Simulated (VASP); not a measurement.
# Ge (Im-3m) in VASP: density of states with LDA

Aim: the density of states of Ge with LDA.

Program: VASP 6.6.1. These are calculated values, not measurements. Logs are shortened: lines on timing, memory, paths and dates and some standing lists are left out, and cuts for length are marked.

## Step 1: The cell of the first run

It takes space group Im-3m (No. 229, cubic). Conventional cell: a = 3.296 Å, b = 3.296 Å, c = 3.296 Å, α = 90.00°, β = 90.00°, γ = 90.00°. Within 3.8 Å of Ge (site symmetry m-3m) lie 14 Ge at 2.85 to 3.30 Å.

## Step 2: Density of states, LDA

File POSCAR:

```
Ge
1.0
   -1.6480415715      1.6480415715      1.6480415715
    1.6480415715     -1.6480415715      1.6480415715
    1.6480415715      1.6480415715     -1.6480415715
Ge
1
Direct
    0.0000000000      0.0000000000      0.0000000000
```

File INCAR.step1:

```
PREC = Accurate ; ENCUT = 520
EDIFF = 1E-6 ; ISMEAR = -1
SIGMA = 0.1 ; LREAL = False
LASPH = True ; NELM = 100
ALGO = Normal ; ISIF = 2
LWAVE = False ; LCHARG = True
GGA = CA ; NBANDS = 13
```

File KPOINTS.step1:

```
regular mesh
0
Gamma
  18 18 18
```

File INCAR.step2:

```
PREC = Accurate ; ENCUT = 520
EDIFF = 1E-6 ; ISMEAR = -5
SIGMA = 0.1 ; LREAL = False
LASPH = True ; NELM = 100
ALGO = Normal ; ISIF = 2
LWAVE = False ; LCHARG = False
GGA = CA ; LORBIT = 11
NEDOS = 2001 ; ICHARG = 11
```

File KPOINTS.step2:

```
regular mesh
0
Gamma
  27 27 27
```

Potentials or basis: VASP PAW LDA potentials, release 64 (Ge_d).

Launch:

```console
> cat potpaw_LDA.64/Ge_d/POTCAR > POTCAR
> cp INCAR.step1 INCAR
> cp KPOINTS.step1 KPOINTS
> mpirun -np 1 vasp_std > vasp.out
> cp INCAR.step2 INCAR
> cp KPOINTS.step2 KPOINTS
> mpirun -np 1 vasp_std > vasp.out
```

OUTCAR:

```text
PREC = Accurate
   ENCUT = 520
   EDIFF = 1E-6
   ISMEAR = -5
   LREAL = False
   LASPH = True
   NELM = 100
   ISIF = 2
   GGA = CA
   LORBIT = 11
   ICHARG = 11

 ion  position               nearest neighbor table
   1  0.000  0.000  0.000-

  LATTYP: Found a body centered cubic cell.
 ALAT       =     3.2960831430

  Lattice vectors:

 A1 = (  -1.6480415715,   1.6480415715,   1.6480415715)
 A2 = (   1.6480415715,  -1.6480415715,   1.6480415715)
 A3 = (   1.6480415715,   1.6480415715,  -1.6480415715)

Analysis of symmetry for initial positions (statically):
=====================================================================
 Subroutine PRICEL returns:
 Original cell was already a primitive cell.

 Routine SETGRP: Setting up the symmetry group for a
 body centered cubic supercell.

 Subroutine GETGRP returns: Found 48 space group operations
 (whereof 48 operations were pure point group operations)
 out of a pool of 48 trial point group operations.

The static configuration has the point symmetry O_h .

Analysis of symmetry for dynamics (positions and initial velocities):
=====================================================================
 Subroutine PRICEL returns:
 Original cell was already a primitive cell.

 Routine SETGRP: Setting up the symmetry group for a
 body centered cubic supercell.

 Subroutine GETGRP returns: Found 48 space group operations
 (whereof 48 operations were pure point group operations)
 out of a pool of 48 trial point group operations.

The dynamic configuration has the point symmetry O_h .

 Subroutine INISYM returns: Found 48 space group operations
 (whereof 48 operations are pure point group operations),
 and found     1 'primitive' translations

----------------------------------------------------------------------------------------

                                     Primitive cell

  volume of cell :      17.9046

  direct lattice vectors                    reciprocal lattice vectors
    -1.648041572  1.648041572  1.648041572     0.000000000  0.303390405  0.303390405
     1.648041572 -1.648041572  1.648041572     0.303390405  0.000000000  0.303390405
     1.648041572  1.648041572 -1.648041572     0.303390405  0.303390405  0.000000000

  length of vectors
     2.854491735  2.854491735  2.854491735     0.429058826  0.429058826  0.429058826

  position of ions in fractional coordinates (direct lattice)
     0.000000000  0.000000000  0.000000000

  ion indices of the primitive-cell ions
   primitive index   ion index
                 1           1

----------------------------------------------------------------------------------------

 KPOINTS: regular mesh

Automatic generation of k-mesh.
 Grid dimensions read from file:
 generate k-points for:   27   27   27

 Generating k-lattice:

  Cartesian coordinates                     Fractional coordinates (reciprocal lattice)
     0.000000000  0.011236682  0.011236682     0.037037037  0.000000000  0.000000000
     0.011236682  0.000000000  0.011236682     0.000000000  0.037037037  0.000000000
     0.011236682  0.011236682  0.000000000     0.000000000  0.000000000  0.037037037

  Length of vectors
     0.015891068  0.015891068  0.015891068

  Shift w.r.t. Gamma in fractional coordinates (k-lattice)
     0.000000000  0.000000000  0.000000000

 TETIRR: Found  23679 inequivalent tetrahedra from   118098

 Subroutine IBZKPT returns following result:
 ===========================================

 Found    560 irreducible k-points:

 Following reciprocal coordinates:
            Coordinates               Weight
  0.000000  0.000000  0.000000      1.000000
  0.037037  0.000000  0.000000     12.000000
  0.074074  0.000000  0.000000     12.000000
  0.111111  0.000000  0.000000     12.000000
  0.148148  0.000000  0.000000     12.000000
  0.185185  0.000000  0.000000     12.000000
[... 16 lines left out ...]
  0.333333  0.037037  0.000000     48.000000
  0.370370  0.037037  0.000000     48.000000
 [... further k-points ...]
   k-points           NKPTS =    560   k-points in BZ     NKDIM =    560   number of bands    NBANDS=     11
   number of dos      NEDOS =   2001   number of ions     NIONS =      1
   total plane-waves  NPLWV =  13824
   dimension x,y,z NGX =    24 NGY =   24 NGZ =   24
   dimension x,y,z NGXF=    48 NGYF=   48 NGZF=   48
   ions per type =               1
   NGX,Y,Z   is equivalent  to a cutoff of  13.98, 13.98, 13.98 a.u.
   NGXF,Y,Z  is equivalent  to a cutoff of  27.96, 27.96, 27.96 a.u.
 SYSTEM =  unknown system
   PREC   = accura    normal or accurate (medium, high low for compatibility)
   ISTART =      0    job   : 0-new  1-cont  2-samecut
   ICHARG =     11    charge: 1-file 2-atom 10-const
   ISPIN  =      1    spin polarized calculation?
   LNONCOLLINEAR =      F non collinear calculations
   LSORBIT =      F    spin-orbit coupling
   LASPH  =      T    aspherical Exc in radial PAW
   ENCUT  =  520.0 eV  38.22 Ry    6.18 a.u.   5.31  5.31  5.31*2*pi/ulx,y,z
   NELM   =    100;   NELMIN=  2; NELMDL=  0     # of ELM steps
   EDIFF  = 0.1E-05   stopping-criterion for ELM
   LREAL  =      F    real-space projection
   EDIFFG = 0.1E-04   stopping-criterion for IOM
   NSW    =      0    number of steps for IOM
   IBRION =     -1    ionic relax: 0-MD 1-quasi-New 2-CG
   NFREE  =      0    steps in history (QN), initial steepest desc. (CG)
   ISIF   =      2    stress and relaxation
   ISYM   =      2    0-nonsym 1-usesym 2-fastsym
   POTIM  = 0.5000    time-step for ionic-motion
   TEBEG  =    0.0;   TEEND  =   0.0 temperature during run
   PSTRESS=    0.0 pullay stress
   NELECT =      14.0000    total number of electrons
   NUPDOWN=      -1.0000    fix difference up-down
   EMIN   =  10.00;   EMAX   =-10.00  energy-range for DOS
   EFERMI =   0.00;   METHOD = LEGACY
   ISMEAR =    -5;   SIGMA  =   0.10  broadening in eV -4-tet -1-fermi 0-gaus
   EFERMI_NEDOS =   21; number of points for ismear=-14 and -15
   IALGO  =     38    algorithm
   IMIX   =      4    mixing-type and parameters
     AMIX     =   0.40;   BMIX     =  1.00
     AMIX_MAG =   1.60;   BMIX_MAG =  1.00
  volume/ion in A,a.u.               =      17.90       120.83
  Fermi-wavevector in a.u.,A,eV,Ry     =   1.508213  2.850109 30.949261  2.274706
  Thomas-Fermi vector in A             =   2.618697
   LORBIT       =     11    0 simple, 1 ext, 2 COOP (PROOUT), +10 PAW based schemes
   GGA     = CA    functional components
   LHFCALC =     F    Hartree Fock is set to
   AEXX    =    0.0000 exact exchange contribution
   IVDW    =     0    specifies the selected vdW correction
   LEPSILON=     F    determine dielectric tensor
   LRPA    =     F    only Hartree local field effects (RPA)
 non-spin polarized calculation
 Fermi weights with tetrahedron method with Bloechl corrections
  energy-cutoff  :      520.00
  volume of cell :       17.90
 maximum number of plane-waves:       493
 NGX is ok and might be reduce to    24

 number of electron      14.0000006 magnetization

 Free energy of the ion-electron system (eV)
  ---------------------------------------------------
  ext. energy  EPLUGINS =         0.00000000
  ---------------------------------------------------
  free energy    TOTEN  =        -4.88313584 eV

  energy without entropy =       -4.88313584  energy(sigma->0) =       -4.88313584

 E-fermi :   7.0722     XC(G=0): -11.8466

 val. band max:        7.1494267212   @ k =  -0.3704   0.3704   0.3333
 cond. band min:       6.8618827016   @ k =  -0.4444   0.4444   0.4444
 fundamental gap:     -0.2875440196
 Fermi energy:         7.0722497464

 k-point     1 :       0.0000    0.0000    0.0000
  band No.  band energies     occupation
      1     -17.7675      2.00000
      2     -17.7675      2.00000
      3     -17.7675      2.00000
      4     -17.6664      2.00000
      5     -17.6664      2.00000
      6      -6.5220      2.00000
      7      16.6443      0.00000
      8      16.6443      0.00000
      9      16.6443      0.00000
     10      22.5018      0.00000
     11      22.5018      0.00000

 k-point     2 :       0.0370    0.0000    0.0000
  band No.  band energies     occupation
      1     -17.7680      2.00000
      2     -17.7669      2.00000
      3     -17.7654      2.00000
      4     -17.6669      2.00000
      5     -17.6664      2.00000
      6      -6.4844      2.00000
      7      16.3277      0.00000
      8      16.4871      0.00000
      9      16.6048      0.00000
     10      22.1513      0.00000
     11      22.3120      0.00000

 k-point     3 :       0.0741    0.0000    0.0000
  band No.  band energies     occupation
      1     -17.7694      2.00000
      2     -17.7651      2.00000
      3     -17.7591      2.00000
      4     -17.6685      2.00000
      5     -17.6666      2.00000
      6      -6.3713      2.00000
      7      15.4773      0.00000
      8      16.0765      0.00000
      9      16.4877      0.00000
     10      21.4774      0.00000
     11      21.5188      0.00000

 k-point     4 :       0.1111    0.0000    0.0000
  band No.  band energies     occupation
      1     -17.7717      2.00000
      2     -17.7623      2.00000
      3     -17.7490      2.00000
      4     -17.6708      2.00000
      5     -17.6668      2.00000
      6      -6.1828      2.00000
      7      14.2898      0.00000
      8      15.5271      0.00000
      9      16.2990      0.00000
     10      20.7268      0.00000
     11      20.7767      0.00000
[... 239 lines left out ...]
 k-point    22 :       0.2963    0.0370    0.0000
  band No.  band energies     occupation
      1     -17.7917      2.00000
      2     -17.7530      2.00000
      3     -17.6798      2.00000
      4     -17.6688      2.00000
      5     -17.6556      2.00000
      6      -3.7778      2.00000
      7       6.5866      1.83235
      8      12.3823      0.00000
      9      14.4454      0.00000
     10      17.9066      0.00000
     11      18.3355      0.00000

 k-point    23 :       0.3333    0.0370    0.0000
  band No.  band energies     occupation
      1     -17.7953      2.00000
      2     -17.7549      2.00000
      3     -17.6781      2.00000
      4     -17.6691      2.00000
      5     -17.6396      2.00000
      6      -3.1111      2.00000
      7       5.2906      2.00360
      8      12.0292      0.00000
      9      14.1964      0.00000
     10      17.6092      0.00000
     11      18.0525      0.00000

 k-point    24 :       0.3704    0.0370    0.0000
  band No.  band energies     occupation
      1     -17.7983      2.00000
      2     -17.7573      2.00000
      3     -17.6760      2.00000
      4     -17.6694      2.00000
      5     -17.6261      2.00000
      6      -2.3833      2.00000
      7       4.0682      2.00000
      8      11.7515      0.00000
      9      13.9957      0.00000
     10      17.3785      0.00000
     11      17.8306      0.00000

 [... further k-points ...]

------------------------ aborting loop because EDIFF is reached ----------------------------------------

  FORCE on cell =-STRESS in cart. coord.  units (eV):
  Direction    XX          YY          ZZ          XY          YZ          ZX
  --------------------------------------------------------------------------------------
  -------------------------------------------------------------------------------------
  Total       -0.0513105     -0.0513105     -0.0513105     -0.0000000      0.0000000     -0.0000000
  in kB       -4.5914767     -4.5914767     -4.5914767     -0.0000000      0.0000000     -0.0000000
  external PRESSURE =      -4.5914767 kB  Pullay stress =       0.0000000 kB

 VOLUME and BASIS-vectors are now :
 -----------------------------------------------------------------------------
  energy-cutoff  :      520.00
  volume of cell :       17.90
      direct lattice vectors                 reciprocal lattice vectors
    -1.648041572  1.648041572  1.648041572     0.000000000  0.303390405  0.303390405
     1.648041572 -1.648041572  1.648041572     0.303390405  0.000000000  0.303390405
     1.648041572  1.648041572 -1.648041572     0.303390405  0.303390405  0.000000000

 POSITION                                       TOTAL-FORCE (eV/Angst)
 -----------------------------------------------------------------------------------
      0.00000      0.00000      0.00000        -0.000000     -0.000000     -0.000000
 -----------------------------------------------------------------------------------
    total drift:                               -0.000000      0.000000     -0.000000

  FREE ENERGIE OF THE ION-ELECTRON SYSTEM (eV)
  ---------------------------------------------------
  free  energy   TOTEN  =        -4.8831358375 eV

  energy  without entropy=       -4.8831358375  energy(sigma->0) =       -4.88313584

 total charge

# of ion       s       p       d       tot
------------------------------------------
    1        1.273   0.943  10.029  12.246
```

It took 2.8 min on 1 thread of Intel Xeon 8259CL, shared host; peak memory 0.25 GiB.

Results:

```
Valence electrons inside the program's atomic spheres : Ge 12.25
```

Caveat: tetrahedron occupations give inexact forces and stress in metals.
